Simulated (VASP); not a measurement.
Write the native input for VASP 6.6.1 that does the following.

| Item | Value |
| --- | --- |
| Task | relaxation of cell and atoms |
| Functional | pbe exchange, pbesol correlation |
| Potentials or basis | VASP PAW PBE potentials, release 64 (Tl_d) |
| Cutoff | 500 eV |
| k mesh | 9 × 9 × 9 |
| Occupations | gaussian, width 0.05 eV |
| Spin | collinear spin |
| Starting moments | [0.5] μB |
| Dipole correction | no |
| Further INCAR settings | ALGO = Normal; EDIFF = 1e-07; IBRION = 2; EDIFFG = -0.01; NSW = 80; ISIF = 3 |

The structure of Tl lies in POSCAR:

```
Tl
1.0
    0.0000000000      2.2895483854      2.2895483854
    2.2895483854      0.0000000000      2.2895483854
    2.2895483854      2.2895483854      0.0000000000
Tl
1
Direct
    0.0000000000      0.0000000000      0.0000000000
```

This isn't the form of Tl at room conditions, which is hcp.

These files were run (other wordings do the same):

INCAR

```
PREC = Accurate
ENCUT = 500
EDIFF = 1E-7
ISMEAR = 0
SIGMA = 0.05
LREAL = F
LASPH = T
NELM = 200
ALGO = Normal
ISIF = 3
LWAVE = F
LCHARG = F
ISPIN = 2
MAGMOM = 0.5
LORBIT = 11
GGA = LIBXC
LIBXC1 = GGA_X_PBE
LIBXC2 = GGA_C_PBE_SOL
IBRION = 2
NSW = 80
EDIFFG = -0.01
GGA_COMPAT = F
NELMIN = 4
```

KPOINTS

```
regular mesh
0
Gamma
  9 9 9
```

Potentials or basis: VASP PAW PBE potentials, release 64 (Tl_d).

Run with:

```sh
$ cat potpaw_PBE.64/Tl_d/POTCAR > POTCAR
$ mpirun -np 1 vasp_std > vasp.out
```

Results of the run:

```
Relaxed volume                                        : 31.89 Å³/atom
Relaxed cell                                          : a = 3.560 Å, b = 3.560 Å, c = 3.560 Å, α = 60.00°, β = 60.00°, γ = 60.00°
Space group after relaxing (to 0.1 Å)                 : Fm-3m (No. 225)
Energy gained by relaxing                             : 288.6 meV/atom
Ionic steps                                           : 4
Pressure after relaxing                               : 0.0 GPa
Net moment                                            : 0.00 μB per cell
Valence electrons inside the program's atomic spheres : Tl 11.18
```

Caveat: the volume moved by over 15 % at a fixed basis, so the end points are rough; the PAW data sets were made with another functional, which shifts forces and pressure a little.

Run time: 19 s on 1 thread of Intel(R) Xeon(R) 6975P-C (Granite Rapids), on a shared host, peak memory 0.15 GiB.
